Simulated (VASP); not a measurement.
A run of VASP 6.6.1 is set up as follows.

The input INCAR:

```
SYSTEM = C
PREC = Accurate
ENCUT = 520
EDIFF = 1E-6
ISMEAR = -1
SIGMA = 0.15
LREAL = .FALSE.
LASPH = .TRUE.
NELM = 100
ALGO = Normal
ISIF = 2
LWAVE = .FALSE.
LCHARG = .FALSE.
GGA = PS
NBANDS = 16
```

Contents of KPOINTS:

```
regular mesh
0
G
  11 11 4
  0 0 0
```

The input POSCAR:

```
C
1.0
    1.2170355053     -2.1079822010      0.0000000000
    1.2170355053      2.1079822010      0.0000000000
    0.0000000000      0.0000000000      7.1089322742
C
4
Direct
    0.0833800000      0.9166200000      0.7531400000
    0.5833800000      0.4166200000      0.2468600000
    0.9166200000      0.0833800000      0.2468600000
    0.4166200000      0.5833800000      0.7531400000
```

Potentials or basis: VASP PAW PBE potentials, release 64 (C).

Command:

```bash
$ cat potpaw_PBE.64/C/POTCAR > POTCAR
$ mpirun -np 1 vasp_std > vasp.out
```

Question: Estimate the pressure.

Answer: 9.2 GPa.

Question: Estimate the largest force.

Answer: 0.040 eV/Å.

Forces on the atoms (eV/Å):
```
C    0.000  0.040 -0.005
C    0.000  0.040  0.005
C    0.000 -0.040  0.005
C    0.000 -0.040 -0.005
```

Caveat: the cell stands under pressure; this functional lacks dispersion, which binds the layers, so the pressure and a relaxed spacing across them are unreliable; the PAW data sets were made with another functional, which shifts forces and pressure a little.
